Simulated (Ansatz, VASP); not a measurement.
# Lu: VASP beside Ansatz

```
Lu
1.0
    -1.95411    1.95411    1.95411
     1.95411   -1.95411    1.95411
     1.95411    1.95411   -1.95411
Lu
1
Direct
  0.00000 0.00000 0.00000
```

Alike in both runs: task electric field gradients; functional PBE; k mesh 15 × 15 × 15; occupations fermi-dirac, width 0.05 eV; no spin polarisation.

|  | VASP | Ansatz |
| --- | --- | --- |
| version | VASP 6.6.1 | Ansatz 0.2.0 |
| potentials or method | VASP PAW PBE potentials, release 64 (Lu), cutoff 520 eV | all-electron PAW with datasets made for the crystal, scalar-relativistic |

VASP gave:

```
pressure (GPa) : -0.2
```

Question: What did Ansatz give for the same quantities?

Answer: Pressure (GPa): -0.3.

Ansatz ran all-electron here, and VASP with PAW potentials.

Neither program's run includes spin-orbit coupling.
